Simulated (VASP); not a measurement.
A run of VASP 6.6.1:

File INCAR:

```
SYSTEM = Ga2O3
PREC     = Accurate       ! precision mode
ENCUT    = 520            ! plane-wave cutoff, eV
EDIFF    = 1E-6           ! SCF threshold, eV
ISMEAR   = -1             ! smearing method
SIGMA    = 0.02           ! smearing width, eV
LREAL    = .FALSE.        ! projectors in reciprocal space
LASPH    = .TRUE.         ! aspherical terms in the spheres
NELM     = 80             ! most SCF steps
ALGO     = Normal         ! electronic algorithm
ISIF     = 2              ! what is computed and relaxed
LWAVE    = .FALSE.        ! write WAVECAR
LCHARG   = .FALSE.        ! write CHGCAR
GGA      = PE             ! functional
NBANDS   = 55             ! bands
```

The input KPOINTS:

```
Automatic mesh
0
G
  10 10 6
  0 0 0
```

Contents of POSCAR:

```
Ga2O3
1.0
    6.1070000000     -1.5185500000      0.0000000000
    6.1070000000      1.5185500000      0.0000000000
   -1.3859888959      0.0000000000      5.5737086506
Ga O
4 6
Direct
    0.0904023128      0.0904023128      0.7938660706
    0.9095976872      0.9095976872      0.2061339294
    0.6596729792      0.6596729792      0.3122118704
    0.3403270208      0.3403270208      0.6877881296
    0.1696028297      0.1696028297      0.1078172422
    0.8303971703      0.8303971703      0.8921827578
    0.1721432707      0.1721432707      0.5596269345
    0.8278567293      0.8278567293      0.4403730655
    0.4972449421      0.4972449421      0.2539062761
    0.5027550579      0.5027550579      0.7460937239
```

Potentials or basis: VASP PAW PBE potentials, release 64 (Ga_d, O).

The run is started by

```bash
$ cat potpaw_PBE.64/Ga_d/POTCAR potpaw_PBE.64/O/POTCAR > POTCAR
$ mpirun -np 1 vasp_std > vasp.out
```

Hardware: 1 thread of Oxide Virtual Turin-like Processor (shared host).

Q: How long does it take, and how much memory?

A: It took 41 min on 1 thread of Oxide Virtual Turin-like Processor, with other jobs on the host, peak memory 0.77 GiB. Counts: scf iterations 15, k points 172.
